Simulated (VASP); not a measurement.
Runs of VASP 6.6.1 on BaS. The structure is that of space group Fm-3m (No. 225), or close to it. The cells are those of the table. 

```tsv
cell	gap on the mesh (eV)	pressure (GPa)
a = 4.596, b = 4.596, c = 4.517 Å, angles 60.6, 60.6, 58.9°, 2 atoms	1.92	-3.0
a = 4.539, b = 4.539, c = 4.517 Å, angles 60.2, 60.2, 59.7°, 2 atoms	1.91	-2.2
a = 4.608, b = 4.608, c = 4.517 Å, angles 60.7, 60.7, 58.7°, 2 atoms	1.92	(c)
a = 4.562, b = 4.562, c = 4.517 Å, angles 60.3, 60.3, 59.3°, 2 atoms	1.91	-2.6
a = 4.472, b = 4.472, c = 4.517 Å, angles 59.7, 59.7, 60.7°, 2 atoms	1.80	(b)
a = 4.585, b = 4.585, c = 4.517 Å, angles 60.5, 60.5, 59.0°, 2 atoms	1.92	-2.9
a = 4.494, b = 4.494, c = 4.517 Å, angles 59.8, 59.8, 60.3°, 2 atoms	1.86	(a)
```

Alike in all rows: task single point; level LDA; potentials or basis VASP PAW LDA potentials, release 64 (Ba_sv, S); no spin polarisation; k mesh 8 × 8 × 8; cutoff (eV) 520; smearing gaussian 0.05 eV.

Q: Estimate the missing entries.

A: (a) -1.4; (b) -0.9; (c) -3.2.

Caveats: spin-orbit coupling is left out, which moves the levels of the heavy elements.

A k mesh can miss the band edges, and the runs leave out spin-orbit coupling on Ba.
